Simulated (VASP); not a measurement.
Set up this calculation in VASP 6.6.1, as the native input.

- Task: single point
- Functional: PBE
- Potentials or basis: VASP PAW PBE potentials, release 64 (K_sv, Br)
- Cutoff: 520 eV
- k mesh: 6 × 6 × 6
- Occupations: fermi-dirac, width 0.02 eV
- Spin: no spin polarisation
- Dipole correction: no
- Further INCAR settings: ALGO = Normal; EDIFF = 1e-07; NBANDS = 15

The structure of KBr lies in POSCAR:

```
KBr
1.0
    0.0000000000      3.3633394048      3.3633394048
    3.3633394048      0.0000000000      3.3633394048
    3.3633394048      3.3633394048      0.0000000000
K Br
1 1
Direct
    0.0000000000      0.0000000000      0.0000000000
    0.5000000000      0.5000000000      0.5000000000
```

This cell differs from its parent crystal: strain +1.9%.

The input as run:

INCAR

```
  PREC = Accurate
  ENCUT = 520
  EDIFF = 1E-7
  ISMEAR = -1
  SIGMA = 0.02
  LREAL = False
  LASPH = True
  NELM = 60
  ALGO = Normal
  ISIF = 2
  LWAVE = False
  LCHARG = False
  GGA = PE
  NBANDS = 15
```

KPOINTS

```
Automatic mesh
0
Gamma
  6 6 6
```

Potentials or basis: VASP PAW PBE potentials, release 64 (K_sv, Br).

Launch:

```console
$ cat potpaw_PBE.64/K_sv/POTCAR potpaw_PBE.64/Br/POTCAR > POTCAR
$ mpirun -np 1 vasp_std > vasp.out
```

Results of the run:

- Pressure: -0.1 GPa
- Band gap on the k mesh: 4.29 eV, direct

Caveat: the cell differs from its parent crystal (strain +1.9%).

It took 12 s on 1 thread of Intel(R) Xeon(R) Platinum 8488C (Sapphire Rapids), with other jobs on the host, peak memory 0.2 GiB.
